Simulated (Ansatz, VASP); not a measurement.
MnO: VASP beside Ansatz

```xyz
2
Lattice="0.0000 2.2239 2.2239 2.2239 0.0000 2.2239 2.2239 2.2239 0.0000" Properties=species:S:1:pos:R:3 pbc="T T T"
Mn    0.0000    0.0000    0.0000
O     2.2239    2.2239    2.2239
```

Alike in both runs: task single point; functional PBE; k mesh 10 × 10 × 10; occupations gaussian, width 0.013 eV; collinear spin.

```csv
,VASP,Ansatz
version,VASP 6.6.1,Ansatz 0.2.0
potentials or method,"VASP PAW PBE potentials, release 64 (Mn_pv, O)",Ansatz PAW
plane-wave cutoff (eV),520,420
valence electrons in the cell,19,21
```

|  | VASP | Ansatz | Ansatz less VASP |
| --- | --- | --- | --- |
| gap on the k mesh at the Fermi level (eV) | none | none | - |
| pressure (GPa) | 0.4 | 0.2 | -0.14 |
| net moment per atom (μB) | 2.40 | 2.40 | 0.000 |
| size of the moment on the site where the two differ most (μB) | 4.36 | 4.07 | -0.285 |

Site moments also hang on the region over which each program counts them. A gap of «none» marks a metal or a gap that the smearing closes. VASP's potentials hold 19 valence electrons a cell and Ansatz's 21, so a difference there can come from the potentials and not from the codes.
